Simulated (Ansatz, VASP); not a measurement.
## Two plane-wave programs on Pd

INCAR

```
SYSTEM = Pd
PREC     = Accurate       ! precision mode
ENCUT    = 520            ! plane-wave cutoff, eV
EDIFF    = 1E-8           ! SCF threshold, eV
ISMEAR   = -1             ! smearing method
SIGMA    = 0.05           ! smearing width, eV
LREAL    = .False.        ! projectors in reciprocal space
LASPH    = .True.         ! aspherical terms in the spheres
NELM     = 100            ! most SCF steps
ALGO     = Normal         ! electronic algorithm
ISIF     = 2              ! what is computed and relaxed
LWAVE    = .False.        ! write WAVECAR
LCHARG   = .False.        ! write CHGCAR
GGA      = PE             ! functional
LEFG     = .True.       
NBANDS   = 11             ! bands
```

File KPOINTS:

```
Automatic mesh
0
Gamma
  18 18 18
  0 0 0
```

The input POSCAR:

```
Pd
1.0
    0.0000000000      1.9318465866      1.9318465866
    1.9318465866      0.0000000000      1.9318465866
    1.9318465866      1.9318465866      0.0000000000
Pd
1
Direct
    0.0000000000      0.0000000000      0.0000000000
```

Input for Ansatz:

```yaml
crystal:
  lattice:
    - [0.0, 1.9318465866, 1.9318465866]
    - [1.9318465866, 0.0, 1.9318465866]
    - [1.9318465866, 1.9318465866, 0.0]
  atoms:
    - { symbol: Pd, position: [0.0, 0.0, 0.0] }
kpoints:
  mp_grid: { grid: [18, 18, 18] }
scf:
  occupations: { method: fermi_dirac, width: 0.05 }
hamiltonian:
  xc: pbe
  pseudopotentials: { kind: paw }
output:
  forces: true
  stress: true
  eigenvalues: true
  efg: { contact_densities: true }
```

Change from the starting cell: volume scaled by 0.98, PAW files.

Alike in both runs: task electric field gradients; functional PBE; k mesh 18 × 18 × 18; occupations fermi-dirac, width 0.05 eV; no spin polarisation.

|  | VASP | Ansatz |
| --- | --- | --- |
| version | VASP 6.6.1 | Ansatz 0.2.0 |
| potentials or method | VASP PAW PBE potentials, release 64 (Pd) | PAW with Ansatz's default frozen-core files, scalar-relativistic |
| plane-wave cutoff (eV) | 520 | 420 |
| valence electrons in the cell | 10 | 18 |

Ansatz gave:

```
pressure (GPa) : 12.1
```

What did VASP give for the same quantities?

Pressure (GPa): 11.7.

With one functional, cell and mesh, what is left measures potentials, basis and numerics. VASP's potentials hold 10 valence electrons a cell and Ansatz's 18, so a difference there can come from the potentials and not from the codes.
